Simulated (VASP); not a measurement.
A run of VASP 6.6.1:

File INCAR:

```
ALGO = Normal
EDIFF = 1E-6
ENCUT = 500
GGA = PE
GGA_COMPAT = F
ISIF = 2
ISMEAR = 0
LASPH = T
LCHARG = F
LREAL = F
LWAVE = F
NBANDS = 26
NELM = 120
PREC = Accurate
SIGMA = 0.15
```

Contents of KPOINTS:

```
k-points
0
Gamma
  3 3 3
```

The input POSCAR:

```
ScInTeSe
1.0
    4.2030286567      0.0000000000      0.0000000000
    0.0000000000      4.2030286567      0.0000000000
    0.0000000000      0.0000000000      5.9888464178
Sc In Te Se
1 1 1 1
Direct
    0.5000000000      0.5000000000      0.5000000000
    0.0000000000      0.0000000000      0.0000000000
    0.5000000000      0.5000000000      0.0000000000
    0.0000000000      0.0000000000      0.5000000000
```

Potentials or basis: VASP PAW PBE potentials, release 64 (Sc_sv, In_d, Te, Se).

Launch:

```bash
$ cat potpaw_PBE.64/Sc_sv/POTCAR potpaw_PBE.64/In_d/POTCAR potpaw_PBE.64/Te/POTCAR potpaw_PBE.64/Se/POTCAR > POTCAR
$ mpirun -np 1 vasp_std > vasp.out
```

Hardware: 1 thread of Intel Xeon 8259CL, with other jobs on the host.

Task: Estimate the wall time of this run.

Result: Run time: 43 s on 1 thread of Intel Xeon 8259CL (shared host), peak memory 0.22 GiB. Counts: scf iterations 14, k points 6.
